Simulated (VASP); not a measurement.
Here is a VASP 6.6.1 calculation.

Contents of INCAR:

```
ALGO     = Fast           # electronic algorithm
EDIFF    = 1E-6           # SCF threshold, eV
ENCUT    = 520            # plane-wave cutoff, eV
GGA      = PE             # functional
ISIF     = 2              # what is computed and relaxed
ISMEAR   = 0              # smearing method
LASPH    = True           # aspherical terms in the spheres
LCHARG   = True           # write CHGCAR
LELF     = True           # ELF
LREAL    = False          # projectors in reciprocal space
LVHAR    = True         
LWAVE    = False          # write WAVECAR
NBANDS   = 38             # bands
NELM     = 100            # most SCF steps
PREC     = Accurate       # precision mode
SIGMA    = 0.1            # smearing width, eV
```

KPOINTS

```
k-points
0
Gamma
  12 12 4
```

The input POSCAR:

```
RbRe3Ru2
1.0
    3.2924556473      0.0000000000      0.0000000000
    0.0000000000      3.2924556473      0.0000000000
    0.0000000000      0.0000000000     11.0364915742
Rb Re Ru
1 3 2
Direct
    0.5000000000      0.5000000000      0.5000000000
    0.0000000000      0.0000000000      0.7696685391
    0.0000000000      0.0000000000      0.0000000000
    0.0000000000      0.0000000000      0.2303314609
    0.5000000000      0.5000000000      0.8579038688
    0.5000000000      0.5000000000      0.1420961312
```

Potentials or basis: VASP PAW PBE potentials, release 64 (Rb_sv, Re, Ru_pv).

Run with:

```bash
$ cat potpaw_PBE.64/Rb_sv/POTCAR potpaw_PBE.64/Re/POTCAR potpaw_PBE.64/Ru_pv/POTCAR > POTCAR
$ mpirun -np 1 vasp_std > vasp.out
```

Estimate the largest force.

0.024 eV/Å.

Predict the band gap on the k mesh.

zero (bands 29 and 30 overlap by 1.33 eV).

Forces on the atoms (eV/Å):
```
Rb   0.000  0.000  0.000
Re   0.000  0.000  0.024
Re   0.000  0.000  0.000
Re   0.000  0.000 -0.024
Ru   0.000  0.000  0.014
Ru   0.000  0.000 -0.014
```

Caveat: spin-orbit coupling is left out, which moves the levels of the heavy elements.
